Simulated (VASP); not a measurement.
Write the native input for VASP 6.6.1 that does the following.

| Quantity | Value |
| --- | --- |
| Task | single point |
| Functional | PBEsol |
| Potentials or basis | VASP PAW PBE potentials, release 64 (Al, Cu) |
| Cutoff | 520 eV |
| k mesh | 14 × 14 × 14 |
| Occupations | gaussian, width 0.15 eV |
| Spin | no spin polarisation |
| Dipole correction | no |
| Further INCAR settings | ALGO = Fast; EDIFF = 1e-06; NBANDS = 26 |

The structure of AlCu3 lies in POSCAR:

```
AlCu3
1.0
    3.6318704092      0.0000000000      0.0000000000
    0.0000000000      3.6318704092      0.0000000000
    0.0000000000      0.0000000000      3.6318704092
Al Cu
1 3
Direct
    0.0000000000      0.0000000000      0.0000000000
    0.5000000000      0.5000000000      0.0000000000
    0.5000000000      0.0000000000      0.5000000000
    0.0000000000      0.5000000000      0.5000000000
```

One way to write it, as run:

INCAR

```
  PREC = Accurate
  ENCUT = 520
  EDIFF = 1E-6
  ISMEAR = 0
  SIGMA = 0.15
  LREAL = False
  LASPH = True
  NELM = 100
  ALGO = Fast
  ISIF = 2
  LWAVE = False
  LCHARG = False
  GGA = PS
  NBANDS = 26
```

KPOINTS

```
Automatic mesh
0
Gamma
  14 14 14
```

Potentials or basis: VASP PAW PBE potentials, release 64 (Al, Cu).

Run with:

```sh
$ cat potpaw_PBE.64/Al/POTCAR potpaw_PBE.64/Cu/POTCAR > POTCAR
$ mpirun -np 1 vasp_std > vasp.out
```

Results of the run:

```yaml
Pressure: 0.3 GPa
Band_gap_on_the_k_mesh: zero (band 18 reaches 12.44 eV, above the bottom of band 19 at 6.80 eV)
```

Caveat: the PAW data sets were made with another functional, which shifts forces and pressure a little.

Run time: 83 s on 1 thread of Intel(R) Xeon(R) Platinum 8488C (Sapphire Rapids) (shared host), peak memory 0.24 GiB.
